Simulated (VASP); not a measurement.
Write the native input for VASP 6.6.1 that does the following.

```
Task                   : relaxation of cell and atoms
Functional             : PBEsol
Potentials or basis    : VASP PAW PBE potentials, release 64 (C, Si)
Cutoff                 : 600 eV
k mesh                 : 16 × 16 × 16
Occupations            : gaussian, width 0.02 eV
Spin                   : no spin polarisation
Target pressure        : 125 GPa
Dipole correction      : no
Further INCAR settings : ALGO = Normal; EDIFF = 1e-07; IBRION = 2; EDIFFG = -0.004; NSW = 70; ISIF = 3
```

The structure of SiC (pbesol) lies in POSCAR:

```
SiC
1.0
    0.0000000000      1.8436272668      1.8436272668
    1.8436272668      0.0000000000      1.8436272668
    1.8436272668      1.8436272668      0.0000000000
C Si
1 1
Direct
    0.0000000000      0.0000000000      0.0000000000
    0.5000000000      0.5000000000      0.5000000000
```

These files were run (other wordings do the same):

INCAR

```
ALGO     = Normal         # electronic algorithm
EDIFF    = 1E-7           # SCF threshold, eV
EDIFFG   = -0.004         # ionic threshold
ENCUT    = 600            # plane-wave cutoff, eV
GGA      = PS             # functional
GGA_COMPAT= F            
IBRION   = 2              # ionic algorithm
ISIF     = 3              # what is computed and relaxed
ISMEAR   = 0              # smearing method
LASPH    = T              # aspherical terms in the spheres
LCHARG   = F              # write CHGCAR
LREAL    = F              # projectors in reciprocal space
LWAVE    = F              # write WAVECAR
NELM     = 120            # most SCF steps
NELMIN   = 4            
NSW      = 70             # ionic steps
PREC     = Accurate       # precision mode
PSTRESS  = 1250.0       
SIGMA    = 0.02           # smearing width, eV
```

KPOINTS

```
k-points
0
Gamma
  16 16 16
```

Potentials or basis: VASP PAW PBE potentials, release 64 (C, Si).

Run with:

```console
$ cat potpaw_PBE.64/C/POTCAR potpaw_PBE.64/Si/POTCAR > POTCAR
$ mpirun -np 1 vasp_std > vasp.out
```

It gave:

```json
{
  "Relaxed volume": "6.27 Å³/atom",
  "Relaxed cell": "a = 2.608 Å, b = 2.608 Å, c = 2.608 Å, α = 60.00°, β = 60.00°, γ = 60.00°",
  "Space group after relaxing (to 0.05 Å)": "Fm-3m (No. 225)",
  "Energy change on relaxing (the enthalpy is what falls)": "-5.6 meV/atom",
  "Ionic steps": "3",
  "Pressure after relaxing": "125.0 GPa",
  "Band gap on the k mesh": "0.95 eV, indirect (least direct gap 6.49 eV)"
}
```

Caveat: the cell is relaxed towards a set pressure, so the enthalpy falls and the energy may rise; the PAW data sets were made with another functional, which shifts forces and pressure a little.

It took 19 s on 1 thread of Intel Xeon 6975P-C, with other jobs on the host, peak memory 0.15 GiB.
